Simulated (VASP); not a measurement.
Set up this calculation in VASP 6.6.1, as the native input.

* Task: single point
* Functional: LDA
* Potentials or basis: VASP PAW LDA potentials, release 64 (Mg, O)
* Cutoff: 520 eV
* k mesh: 10 × 10 × 10
* Occupations: gaussian, width 0.02 eV
* Spin: no spin polarisation
* Dipole correction: no
* Further INCAR settings: ALGO = Normal; EDIFF = 1e-07; NBANDS = 11

The structure of MgO (Periclase) lies in POSCAR:

```
MgO
1.0
    0.0000000000      2.0796058485      2.0796058485
    2.0796058485      0.0000000000      2.0796058485
    2.0796058485      2.0796058485      0.0000000000
Mg O
1 1
Direct
    0.0000000000      0.0000000000      0.0000000000
    0.5000000000      0.5000000000      0.5000000000
```

One way to write it, as run:

INCAR

```
PREC     = Accurate       # precision mode
ENCUT    = 520            # plane-wave cutoff, eV
EDIFF    = 1E-7           # SCF threshold, eV
ISMEAR   = 0              # smearing method
SIGMA    = 0.02           # smearing width, eV
LREAL    = False          # projectors in reciprocal space
LASPH    = True           # aspherical terms in the spheres
NELM     = 80             # most SCF steps
ALGO     = Normal         # electronic algorithm
ISIF     = 2              # what is computed and relaxed
LWAVE    = False          # write WAVECAR
LCHARG   = False          # write CHGCAR
GGA      = CA             # functional
NBANDS   = 11             # bands
```

KPOINTS

```
Automatic mesh
0
Gamma
  10 10 10
```

Potentials or basis: VASP PAW LDA potentials, release 64 (Mg, O).

Run with:

```sh
$ cat potpaw_LDA.64/Mg/POTCAR potpaw_LDA.64/O/POTCAR > POTCAR
$ mpirun -np 1 vasp_std > vasp.out
```

It gave:

The pressure is -1.7 GPa and the band gap on the k mesh is 5.03 eV, direct.

Run time: 5.9 s on 1 thread of Intel(R) Xeon(R) Platinum 8259CL CPU @ 2.50GHz (Skylake/Cascade Lake), on a shared host, peak memory 0.13 GiB.
